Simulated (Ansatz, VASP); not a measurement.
# Two plane-wave programs on Zn

```
Zn
1.0
    -1.56904    1.56904    1.56904
     1.56904   -1.56904    1.56904
     1.56904    1.56904   -1.56904
Zn
1
Direct
  0.00000 0.00000 0.00000
```

Alike in both runs: functional HSE06; k mesh 7 × 7 × 7; occupations fermi-dirac, width 0.05 eV; no spin polarisation.

|  | VASP | Ansatz |
| --- | --- | --- |
| version | VASP 6.6.1 | Ansatz 0.2.0 |
| potentials or method | VASP PAW PBE potentials, release 64 (Zn) | Ansatz PAW |
| plane-wave cutoff (eV) | 520 | 420 |
| valence electrons in the cell | 12 | 12 |
| task | single point | projected density of states |

|  | VASP | Ansatz | Ansatz less VASP |
| --- | --- | --- | --- |
| gap on the k mesh at the Fermi level (eV) | none | none | - |
| pressure (GPa) | -1.2 | -1.2 | +0.05 |

A gap of «none» marks a metal or a gap that the smearing closes. The functional is the same, so the differences come from potentials, cutoffs and numerics.

The k mesh is coarse, so the values compare programs but aren't converged.
